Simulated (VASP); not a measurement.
# LuSi2Rh2C (I4/mmm) in VASP: single point with PBE

Aim: the single point of LuSi2Rh2C with PBE.

Everything below comes from runs of VASP 6.6.1. Logs are shortened: lines on timing, memory, paths and dates and some standing lists are left out, and cuts for length are marked.

## 1. The cell of the first run

Symmetry: I4/mmm, No. 139, tetragonal system. Conventional cell: a = 4.046 Å, b = 4.046 Å, c = 10.712 Å, α = 90.00°, β = 90.00°, γ = 90.00°. Within 2.1 Å of C (site symmetry 4/mmm) lie 2 Si at 1.58 Å. Rh (site symmetry -4m2) has 4 Si at 2.30 Å and 4 Rh at 2.86 Å within 3.0 Å. Si (site symmetry 4mm) has 1 C at 1.58 Å within 2.1 Å. Lu (site symmetry 4/mmm) has 4 C at 2.86 Å and 10 Si at 3.27 to 3.77 Å and 8 Rh at 3.36 Å within 3.8 Å.

## 2. Single point, PBE

INCAR

```
SYSTEM = LuSi2Rh2C
ALGO = Normal
EDIFF = 1E-6
ENCUT = 700
GGA = PE
GGA_COMPAT = .False.
ISIF = 2
ISMEAR = -1
LASPH = .True.
LCHARG = .False.
LREAL = .False.
LWAVE = .False.
NBANDS = 44
NELM = 120
PREC = Accurate
SIGMA = 0.1
```

KPOINTS

```
k-points
0
Gamma
  5 5 5
  0 0 0
```

POSCAR

```
LuSi2Rh2C
1.0
    0.0000000000      4.0455520000      0.0000000000
    4.0455520000      0.0000000000      0.0000000000
    2.0227760000      2.0227760000     -5.3561720000
C Rh Si Lu
1 2 2 1
Direct
    0.0000000000      0.0000000000      0.0000000000
    0.7500000000      0.2500000000      0.5000000000
    0.2500000000      0.7500000000      0.5000000000
    0.1477200000      0.1477200000      0.7045600000
    0.8522800000      0.8522800000      0.2954400000
    0.5000000000      0.5000000000      0.0000000000
```

Potentials or basis: VASP PAW PBE potentials, release 64 (C, Rh_sv_GW, Si, Lu).

Started as:

```bash
cat potpaw_PBE.64/C/POTCAR potpaw_PBE.64/Rh_sv_GW/POTCAR potpaw_PBE.64/Si/POTCAR potpaw_PBE.64/Lu/POTCAR > POTCAR
mpirun -np 1 vasp_std > vasp.out
```

OUTCAR:

```text
SYSTEM = LuSi2Rh2C
   EDIFF = 1E-6
   ENCUT = 700
   GGA = PE
   ISIF = 2
   ISMEAR = -1
   LASPH = .True.
   LREAL = .False.
   NELM = 120
   PREC = Accurate

 ion  position               nearest neighbor table
   1  0.000  0.000  0.000-   4 1.58   5 1.58   6 2.86   6 2.86   6 2.86   6 2.86
   2  0.750  0.250  0.500-   5 2.30   4 2.30   5 2.30   4 2.30
   3  0.250  0.750  0.500-   5 2.30   4 2.30   5 2.30   4 2.30
   4  0.148  0.148  0.705-   1 1.58   3 2.30   2 2.30   2 2.30   3 2.30   6 3.27   6 3.27   6 3.27
                             6 3.27
   5  0.852  0.852  0.295-   1 1.58   2 2.30   3 2.30   2 2.30   3 2.30   6 3.27   6 3.27   6 3.27
                             6 3.27
   6  0.500  0.500  0.000-   1 2.86   1 2.86   1 2.86   1 2.86   4 3.27   5 3.27   4 3.27   5 3.27
                             4 3.27   5 3.27   4 3.27   5 3.27

  LATTYP: Found a body centered tetragonal cell.
 ALAT       =     4.0455520000
 C/A-ratio  =     2.6479313577

  Lattice vectors:

 A1 = (  -2.0227760000,   2.0227760000,   5.3561720000)
 A2 = (   2.0227760000,  -2.0227760000,   5.3561720000)
 A3 = (   2.0227760000,   2.0227760000,  -5.3561720000)

Analysis of symmetry for initial positions (statically):
=====================================================================
 Subroutine PRICEL returns:
 Original cell was already a primitive cell.

 Routine SETGRP: Setting up the symmetry group for a
 body centered tetragonal supercell.

 Subroutine GETGRP returns: Found 16 space group operations
 (whereof 16 operations were pure point group operations)
 out of a pool of 16 trial point group operations.

The static configuration has the point symmetry D_4h.

Analysis of symmetry for dynamics (positions and initial velocities):
=====================================================================
 Subroutine PRICEL returns:
 Original cell was already a primitive cell.

 Routine SETGRP: Setting up the symmetry group for a
 body centered tetragonal supercell.

 Subroutine GETGRP returns: Found 16 space group operations
 (whereof 16 operations were pure point group operations)
 out of a pool of 16 trial point group operations.

The dynamic configuration has the point symmetry D_4h.

 Subroutine INISYM returns: Found 16 space group operations
 (whereof 16 operations are pure point group operations),
 and found     1 'primitive' translations

----------------------------------------------------------------------------------------

[... 94 lines left out ...]
   LREAL  =      F    real-space projection
   EDIFFG = 0.1E-04   stopping-criterion for IOM
   NSW    =      0    number of steps for IOM
   IBRION =     -1    ionic relax: 0-MD 1-quasi-New 2-CG
   NFREE  =      0    steps in history (QN), initial steepest desc. (CG)
   ISIF   =      2    stress and relaxation
   ISYM   =      2    0-nonsym 1-usesym 2-fastsym
   POTIM  = 0.5000    time-step for ionic-motion
   TEBEG  =    0.0;   TEEND  =   0.0 temperature during run
   PSTRESS=    0.0 pullay stress
   NELECT =      71.0000    total number of electrons
   NUPDOWN=      -1.0000    fix difference up-down
   EMIN   =  10.00;   EMAX   =-10.00  energy-range for DOS
   EFERMI =   0.00;   METHOD = LEGACY
   ISMEAR =    -1;   SIGMA  =   0.10  broadening in eV -4-tet -1-fermi 0-gaus
   EFERMI_NEDOS =   21; number of points for ismear=-14 and -15
   IALGO  =     38    algorithm
   IMIX   =      4    mixing-type and parameters
     AMIX     =   0.40;   BMIX     =  1.00
     AMIX_MAG =   1.60;   BMIX_MAG =  1.00
  volume/ion in A,a.u.               =      14.61        98.60
  Fermi-wavevector in a.u.,A,eV,Ry     =   1.526011  2.883742 31.684005  2.328709
  Thomas-Fermi vector in A             =   2.634103
   LORBIT       =      0    0 simple, 1 ext, 2 COOP (PROOUT), +10 PAW based schemes
   GGA     = PE    functional components
   LHFCALC =     F    Hartree Fock is set to
   AEXX    =    0.0000 exact exchange contribution
   IVDW    =     0    specifies the selected vdW correction
   LEPSILON=     F    determine dielectric tensor
   LRPA    =     F    only Hartree local field effects (RPA)
 non-spin polarized calculation
  energy-cutoff  :      700.00
  volume of cell :       87.66
 maximum number of plane-waves:      3735
   NGX = 17   NGY = 17   NGZ = 27

 number of electron      71.0000012 magnetization

 Free energy of the ion-electron system (eV)
  ---------------------------------------------------
  ext. energy  EPLUGINS =         0.00000000
  ---------------------------------------------------
  free energy    TOTEN  =       -39.53169373 eV

  energy without entropy =      -39.45919844  energy(sigma->0) =      -39.49544608

 E-fermi :   8.2082     XC(G=0): -12.0699

 val. band max:        8.1940768898   @ k =   0.2000   0.2000   0.0000
 cond. band min:       8.2765323937   @ k =   0.0000   0.0000   0.2000
 fundamental gap:      0.0824555040
 Fermi energy:         8.2081876286

 k-point     1 :       0.0000    0.0000    0.0000
  band No.  band energies     occupation
      1     -70.6406      2.00000
      2     -70.6044      2.00000
      3     -49.0282      2.00000
      4     -38.7518      2.00000
      5     -38.7518      2.00000
      6     -38.5498      2.00000
[... 835 lines left out ...]
     43      12.7285      0.00000
     44      12.9462      0.00000

------------------------ aborting loop because EDIFF is reached ----------------------------------------

  FORCE on cell =-STRESS in cart. coord.  units (eV):
  Direction    XX          YY          ZZ          XY          YZ          ZX
  --------------------------------------------------------------------------------------
  -------------------------------------------------------------------------------------
  Total        2.1042808      2.1042808     28.9916940      0.0000000      0.0000000      0.0000000
  in kB       38.4595482     38.4595482    529.8757987      0.0000000      0.0000000      0.0000000
  external PRESSURE =     202.2649650 kB  Pullay stress =       0.0000000 kB

 VOLUME and BASIS-vectors are now :
 -----------------------------------------------------------------------------
  energy-cutoff  :      700.00
  volume of cell :       87.66
      direct lattice vectors                 reciprocal lattice vectors
     0.000000000  4.045552000  0.000000000     0.000000000  0.247185057  0.093350251
     4.045552000  0.000000000  0.000000000     0.247185057  0.000000000  0.093350251
     2.022776000  2.022776000 -5.356172000     0.000000000  0.000000000 -0.186700502

 POSITION                                       TOTAL-FORCE (eV/Angst)
 -----------------------------------------------------------------------------------
      0.00000      0.00000      0.00000         0.000000     -0.000000     -0.000000
      2.02278      4.04555     -2.67809         0.000000      0.000000     -0.000000
      4.04555      2.02278     -2.67809        -0.000000      0.000000     -0.000000
      2.02278      2.02278     -3.77374         0.000000     -0.000000      5.382306
      4.04555      4.04555     -1.58243         0.000000     -0.000000     -5.382306
      2.02278      2.02278      0.00000         0.000000     -0.000000     -0.000000
 -----------------------------------------------------------------------------------
    total drift:                                0.000000      0.000000     -0.000000

  FREE ENERGIE OF THE ION-ELECTRON SYSTEM (eV)
  ---------------------------------------------------
  free  energy   TOTEN  =       -39.5316937294 eV

  energy  without entropy=      -39.4591984402  energy(sigma->0) =      -39.49544608
```

OSZICAR:

```text
N       E                     dE             d eps       ncg     rms          rms(c)
DAV:   1     0.105230774085E+04    0.10523E+04   -0.40000E+04  2528   0.532E+03
[... 13 lines left out ...]
DAV:  15    -0.395324906871E+02    0.23546E-02   -0.47050E-03  2840   0.586E-01    0.766E-01
DAV:  16    -0.395322678583E+02    0.22283E-03   -0.42480E-04  2404   0.141E-01    0.572E-01
DAV:  17    -0.395317267329E+02    0.54113E-03   -0.10496E-03  2672   0.353E-01    0.191E-01
DAV:  18    -0.395316912635E+02    0.35469E-04   -0.32206E-04  2664   0.135E-01    0.104E-02
DAV:  19    -0.395316950554E+02   -0.37919E-05   -0.27367E-05  2284   0.450E-02    0.221E-02
DAV:  20    -0.395316937846E+02    0.12708E-05   -0.30929E-06  1544   0.204E-02    0.889E-03
DAV:  21    -0.395316937294E+02    0.55270E-07   -0.14085E-06  1136   0.776E-03
   1 F= -.39531694E+02 E0= -.39495446E+02  d E =-.724953E-01
```

stdout:

```text
POSCAR found type information on POSCAR C RhSiLu
 POSCAR found :  4 types and       6 ions
 scaLAPACK will be used
 LDA part: xc-table for (Slater+PW92), standard interpolation
 POSCAR, INCAR and KPOINTS ok, starting setup
 FFT: planning ... GRIDC
 FFT: planning ... GRID_SOFT
 FFT: planning ... GRID
 WAVECAR not read
 entering main loop
```

Run time: 86 s. Hardware: 1 thread of Intel Xeon 6975P-C (Granite Rapids), shared host; peak memory 0.35 GiB.

Results:

- Free energy: -39.5317 eV
- Pressure: 20.2 GPa
- Largest force: 5.382 eV/Å
- Band gap on the k mesh: zero (an odd number of electrons rules out a gap without spin polarisation)

Forces on the atoms (eV/Å):
```
C    0.000  0.000  0.000
Rh   0.000  0.000  0.000
Rh   0.000  0.000  0.000
Si   0.000  0.000  5.382
Si   0.000  0.000 -5.382
Lu   0.000  0.000  0.000
```

Caveat: the stress differs along the axes, from 4 to 53 GPa; spin-orbit coupling is left out, which moves the levels of the heavy elements; an odd number of electrons without spin polarisation forces a metal; a magnetic or distorted state may lie lower.

The gap in the log of VASP goes by the Fermi energy; the results here count the filled bands.